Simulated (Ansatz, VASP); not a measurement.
K: VASP beside Ansatz

```
CELL_PARAMETERS angstrom
3.29699 0.00000 0.00000
0.00000 3.29699 0.00000
0.00000 0.00000 3.29699
ATOMIC_POSITIONS crystal
K 0.00000 0.00000 0.00000
```

Change from the starting cell: volume scaled by 0.45, LAPW.

Alike in both runs: task single point; functional PBE; k mesh 10 × 10 × 10; occupations fermi-dirac, width 0.08 eV; no spin polarisation.

```csv
,VASP,Ansatz
version,VASP 6.6.1,Ansatz 0.2.0
potentials or method,"VASP PAW PBE potentials, release 64 (K_sv), cutoff 520 eV","all-electron LAPW, scalar-relativistic"
```

|  | VASP | Ansatz | Ansatz less VASP |
| --- | --- | --- | --- |
| pressure (GPa) | 9.3 | 9.2 | -0.02 |

Ansatz ran all-electron here, and VASP with PAW potentials.
